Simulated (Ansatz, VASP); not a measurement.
# Two plane-wave programs on As

```
As
1.0
     1.87999    1.08541    3.32765
    -1.87999    1.08541    3.32765
     0.00000   -2.17082    3.32765
As
2
Direct
  0.76951 0.76951 0.76951
  0.23049 0.23049 0.23049
```

Alike in both runs: task single point; functional LDA; k mesh 10 × 10 × 10; no spin polarisation.

|  | VASP | Ansatz |
| --- | --- | --- |
| version | VASP 6.6.1 | Ansatz 0.2.0 |
| potentials or method | VASP PAW LDA potentials, release 64 (As), cutoff 500 eV | plane waves (420 eV) with PAW, scalar-relativistic |
| occupations | methfessel-paxton of order 1, width 0.6 eV | cold, width 0.6 eV |
| valence electrons in the cell | 10 | 30 |

Ansatz gave:

| Item | Value |
| --- | --- |
| pressure (GPa) | -0.2 |
| traceless stress, the component that is largest in VASP (GPa) | 0.48 |

Estimate VASP's values.

pressure (GPa): 0.4; traceless stress, the component that is largest in VASP (GPa): -0.07.

Ansatz warns that its potentials were made for another functional, while VASP's fit it. LDA's correlation is that of Perdew and Zunger in VASP and of Perdew and Wang (1992) in Ansatz. VASP's potentials hold 10 valence electrons a cell and Ansatz's 30, so a difference there can come from the potentials and not from the codes.
